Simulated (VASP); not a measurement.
AlCu3, 4 atoms in the cell. It takes space group Pm-3m (No. 221, cubic). The conventional cell has a = 3.565 Å, b = 3.565 Å, c = 3.565 Å, α = 90.00°, β = 90.00°, γ = 90.00°. Al (site symmetry m-3m) has 12 Cu at 2.52 Å within 3.3 Å. Within 3.3 Å of Cu (site symmetry 4/mmm) lie 4 Al at 2.52 Å and 8 Cu at 2.52 Å.  This cell differs from its parent crystal: volume scaled by 0.98.

- Program: VASP 6.6.1
- Task: single point
- Functional: LDA
- Potentials or basis: VASP PAW LDA potentials, release 64 (Al, Cu)
- Cutoff: 520 eV
- k mesh: 12 × 12 × 12
- Occupations: fermi-dirac, width 0.15 eV
- Spin: no spin polarisation
- Dipole correction: no
- Further INCAR settings: ALGO = Normal; EDIFF = 1e-06; NBANDS = 26

Potentials or basis: VASP PAW LDA potentials, release 64 (Al, Cu).

The run is started by

```bash
$ cat potpaw_LDA.64/Al/POTCAR potpaw_LDA.64/Cu/POTCAR > POTCAR
$ mpirun -np 1 vasp_std > vasp.out
```

Hardware: 1 thread of Intel(R) Xeon(R) Platinum 8375C CPU @ 2.90GHz (Ice Lake) (shared host).

**Question.** How long does it take, and how much memory?

**Answer.** Run time: 61 s on 1 thread of Intel(R) Xeon(R) Platinum 8375C CPU @ 2.90GHz (Ice Lake), with other jobs on the host, peak memory 0.19 GiB. Counts: scf iterations 13, k points 84.
